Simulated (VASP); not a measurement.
Set up this calculation in VASP 6.6.1, as the native input.

```yaml
Task: relaxation of cell and atoms
Functional: PBE
Potentials_or_basis: VASP PAW PBE potentials, release 64 (Ti_sv, H)
Cutoff: 600 eV
k_mesh: 12 × 12 × 6
Occupations: gaussian, width 0.1 eV
Spin: no spin polarisation
Dipole_correction: no
Further_INCAR_settings: ALGO = Normal; EDIFF = 1e-06; IBRION = 2; EDIFFG = -0.01; NSW = 100; ISIF = 3
```

The structure of Ti3H2 lies in POSCAR:

```
Ti3H2
1.0
    2.9345527889      0.0000000000      0.0000000000
   -1.4672763944      2.5413972639      0.0000000000
    0.0000000000      0.0000000000      7.2618214903
Ti H
3 2
Direct
    0.0000000000      0.0000000000      0.0000000000
    0.3333333333      0.6666666667      0.6602017350
    0.6666666667      0.3333333333      0.3397982650
    0.3333333333      0.6666666667      0.1646213733
    0.6666666667      0.3333333333      0.8353786267
```

These files were run (other wordings do the same):

INCAR

```
SYSTEM = Ti3H2
ALGO = Normal
EDIFF = 1E-6
EDIFFG = -0.01
ENCUT = 600
GGA = PE
IBRION = 2
ISIF = 3
ISMEAR = 0
LASPH = .TRUE.
LCHARG = .FALSE.
LREAL = .FALSE.
LWAVE = .FALSE.
NELM = 100
NSW = 100
PREC = Accurate
SIGMA = 0.1
```

KPOINTS

```
k-points
0
G
  12 12 6
  0 0 0
```

Potentials or basis: VASP PAW PBE potentials, release 64 (Ti_sv, H).

Launch:

```bash
$ cat potpaw_PBE.64/Ti_sv/POTCAR potpaw_PBE.64/H/POTCAR > POTCAR
$ mpirun -np 1 vasp_std > vasp.out
```

It gave:

```
Relaxed volume                        : 10.84 Å³/atom
Relaxed cell                          : a = 2.938 Å, b = 2.938 Å, c = 7.255 Å, α = 90.00°, β = 90.00°, γ = 120.00°
Space group after relaxing (to 0.1 Å) : P-3m1 (No. 164)
Energy gained by relaxing             : 0.2 meV/atom
Ionic steps                           : 4
Pressure after relaxing               : 0.0 GPa
Largest force after relaxing          : 0.009 eV/Å
Band gap on the k mesh                : zero (bands 19 and 20 overlap by 0.90 eV)
```

Run time: 4.1 min on 1 thread of AMD EPYC 9R45 96-Core Processor (Zen 5), with other jobs on the host, peak memory 0.24 GiB.
